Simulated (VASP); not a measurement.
Te, 3 atoms in the cell. Symmetry: P3_121, No. 152, trigonal system. Conventional cell: a = 4.488 Å, b = 4.488 Å, c = 5.964 Å, α = 90.00°, β = 90.00°, γ = 120.00°. Within 3.7 Å of Te (site symmetry 2) lie 6 Te at 2.81 to 3.55 Å.  This cell differs from its parent crystal: volume scaled by 1.02.

- Program: VASP 6.6.1
- Task: electric field gradients
- Functional: PBE
- Potentials or basis: VASP PAW PBE potentials, release 64 (Te)
- Cutoff: 520 eV
- k mesh: 9 × 9 × 6
- Occupations: fermi-dirac, width 0.08 eV
- Spin: no spin polarisation
- Dipole correction: no
- Further INCAR settings: ALGO = Normal; EDIFF = 1e-08; NBANDS = 16

Potentials or basis: VASP PAW PBE potentials, release 64 (Te).

Run with:

```bash
$ cat potpaw_PBE.64/Te/POTCAR > POTCAR
$ mpirun -np 1 vasp_std > vasp.out
```

Hardware: 1 thread of AMD EPYC 7R13 Processor (Zen 3), with other jobs on the host.

**Question.** Estimate the wall time of this run.

**Answer.** Run time: 91 s on 1 thread of AMD EPYC 7R13 Processor (Zen 3), on a shared host, peak memory 0.24 GiB. Counts: scf iterations 16, k points 62.
